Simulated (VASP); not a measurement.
Write the native input for VASP 6.6.1 that does the following.

- Task: single point
- Functional: PBE
- Potentials or basis: VASP PAW PBE potentials, release 64 (Au)
- Cutoff: 520 eV
- k mesh: 16 × 16 × 9
- Occupations: fermi-dirac, width 0.05 eV
- Spin: no spin polarisation
- Dipole correction: no
- Further INCAR settings: ALGO = Normal; EDIFF = 1e-06; NBANDS = 18

The structure of Au lies in POSCAR:

```
Au
1.0
    2.9280809877      0.0000000000      0.0000000000
   -1.4640404938      2.5357925197      0.0000000000
    0.0000000000      0.0000000000      4.8506766355
Au
2
Direct
    0.3333333333      0.6666666667      0.2500000000
    0.6666666667      0.3333333333      0.7500000000
```

This isn't the form of Au at room conditions, which is fcc.

These files were run (other wordings do the same):

INCAR

```
PREC = Accurate ; ENCUT = 520
EDIFF = 1E-6 ; ISMEAR = -1
SIGMA = 0.05 ; LREAL = False
LASPH = True ; NELM = 80
ALGO = Normal ; ISIF = 2
LWAVE = False ; LCHARG = False
GGA = PE ; NBANDS = 18
```

KPOINTS

```
Automatic mesh
0
Gamma
  16 16 9
```

Potentials or basis: VASP PAW PBE potentials, release 64 (Au).

Run with:

```bash
$ cat potpaw_PBE.64/Au/POTCAR > POTCAR
$ mpirun -np 1 vasp_std > vasp.out
```

Results of the run:

* Pressure: -0.2 GPa
* Band gap on the k mesh: zero (bands 11 and 12 overlap by 5.59 eV)

Caveat: spin-orbit coupling is left out, which moves the levels of the heavy elements.

It took 29 s on 1 thread of AMD EPYC 9R45 96-Core Processor (Zen 5), with other jobs on the host, peak memory 0.18 GiB.
